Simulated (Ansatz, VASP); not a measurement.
SiO2: VASP beside Ansatz

INCAR

```
PREC = Accurate
ENCUT = 520
EDIFF = 1E-6
ISMEAR = 0
SIGMA = 0.1
LREAL = False
LASPH = True
NELM = 80
ALGO = Normal
ISIF = 2
LWAVE = False
LCHARG = True
GGA = CA
LELF = True
LVHAR = True
NBANDS = 44
```

File KPOINTS:

```
regular mesh
0
Gamma
  4 4 4
```

Contents of POSCAR:

```
SiO2
1.0
    0.0000000000      4.7162571100      7.3627753715
    2.3595806657      0.0000000000      7.3627753715
    2.3595806657      4.7162571100      0.0000000000
Si O
4 8
Direct
    0.5632310800      0.5632310800      0.9367689200
    0.3132310800      0.3132310800      0.6867689200
    0.6867689200      0.6867689200      0.3132310800
    0.9367689200      0.9367689200      0.5632310800
    0.6250000000      0.1250000000      0.6250000000
    0.6250000000      0.6250000000      0.1250000000
    0.6250000000      0.6250000000      0.6250000000
    0.1250000000      0.6250000000      0.6250000000
    0.1865604000      0.8134396000      0.1865604000
    0.8134396000      0.1865604000      0.8134396000
    0.4365604000      0.0634396000      0.4365604000
    0.0634396000      0.4365604000      0.0634396000
```

Input for Ansatz:

```yaml
crystal:
  lattice:
    - [0.0, 4.71625711, 7.3627753715]
    - [2.3595806657, 0.0, 7.3627753715]
    - [2.3595806657, 4.71625711, 0.0]
  atoms:
    - { symbol: Si, position: [0.56323108, 0.56323108, 0.93676892] }
    - { symbol: Si, position: [0.31323108, 0.31323108, 0.68676892] }
    - { symbol: Si, position: [0.68676892, 0.68676892, 0.31323108] }
    - { symbol: Si, position: [0.93676892, 0.93676892, 0.56323108] }
    - { symbol: O, position: [0.625, 0.125, 0.625] }
    - { symbol: O, position: [0.625, 0.625, 0.125] }
    - { symbol: O, position: [0.625, 0.625, 0.625] }
    - { symbol: O, position: [0.125, 0.625, 0.625] }
    - { symbol: O, position: [0.1865604, 0.8134396, 0.1865604] }
    - { symbol: O, position: [0.8134396, 0.1865604, 0.8134396] }
    - { symbol: O, position: [0.4365604, 0.0634396, 0.4365604] }
    - { symbol: O, position: [0.0634396, 0.4365604, 0.0634396] }
basis:
  ecutwfc: 420
kpoints:
  mp_grid: { grid: [4, 4, 4] }
hamiltonian:
  xc: lda
scf:
  occupations: { method: gaussian, width: 0.1 }
output:
  forces: true
  stress: true
  eigenvalues: true
```

Alike in both runs: task single point; functional LDA; k mesh 4 × 4 × 4; occupations gaussian, width 0.1 eV; no spin polarisation.

|  | VASP | Ansatz |
| --- | --- | --- |
| version | VASP 6.6.1 | Ansatz 0.2.0 |
| potentials or method | VASP PAW LDA potentials, release 64 (Si, O), cutoff 520 eV | scalar-relativistic, plane waves, PAW |
| valence electrons in the cell | 64 | 64 |

```tsv
	VASP	Ansatz	Ansatz less VASP
gap on the k mesh at the Fermi level (eV)	5.53	5.53	-0.003
least direct gap on the mesh (eV)	5.53	5.53	-0.003
pressure (GPa)	-1.1	-1.7	-0.58
traceless stress, the component that is largest in VASP (GPa)	-0.13	-0.24	-0.108
rms of the force components (eV/Å)	0.018	0.034	+0.0165
```

LDA's correlation is that of Perdew and Zunger in VASP and of Perdew and Wang (1992) in Ansatz. Atom by atom the forces differ by 0.016 eV/Å (rms over components).
